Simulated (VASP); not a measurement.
The system is Ti.

```
CELL_PARAMETERS angstrom
4.56737 0.00000 0.00000
-2.28369 3.95546 0.00000
0.00000 0.00000 2.82624
ATOMIC_POSITIONS crystal
Ti 0.66667 0.33333 0.50000
Ti 0.33333 0.66667 0.50000
Ti 0.00000 0.00000 0.00000
```

This isn't the form of Ti at room conditions, which is hcp.

| Property | Result |
| --- | --- |
| Program | VASP 6.6.1 |
| Task | relaxation of cell and atoms |
| Functional | RPBE |
| Potentials or basis | VASP PAW PBE potentials, release 64 (Ti_sv) |
| Cutoff | 600 eV |
| k mesh | 7 × 7 × 9 |
| Occupations | fermi-dirac, width 0.05 eV |
| Spin | no spin polarisation |

At the start: pressure 3.8 GPa; volume 17.02 Å³/atom.

Problem. Where does the relaxation end?

Solution. Over 7 steps the energy falls by 6.8 meV/atom and the volume is 17.61 Å³/atom (+3.5 %); space group P6/mmm (No. 191, to 0.1 Å) before and after.

The path:
```csv
step,energy change (eV),largest force (eV/Å),pressure (GPa),volume (Å³)
1,0.0000,0.0000,3.78,51.06
2,-0.0108,0.0000,-2.38,54.09
3,-0.0203,0.0000,-0.01,52.83
4,-0.0203,0.0000,0.06,52.79
5,-0.0204,0.0000,0.07,52.79
6,-0.0204,0.0000,0.07,52.79
7,-0.0204,0.0000,-0.03,52.84
```

Final structure:
```cif
data_structure
_symmetry_space_group_name_H-M 'P 1'
_symmetry_Int_Tables_number 1
_cell_length_a 4.6240
_cell_length_b 4.6240
_cell_length_c 2.8538
_cell_angle_alpha 90.000
_cell_angle_beta 90.000
_cell_angle_gamma 120.000
_cell_volume 52.84
loop_
_atom_site_label
_atom_site_type_symbol
_atom_site_fract_x
_atom_site_fract_y
_atom_site_fract_z
_atom_site_occupancy
Ti1 Ti 0.66667 0.33333 0.50000 1
Ti2 Ti 0.33333 0.66667 0.50000 1
Ti3 Ti 0.00000 0.00000 0.00000 1
```

Caveat: the PAW data sets were made with another functional, which shifts forces and pressure a little.
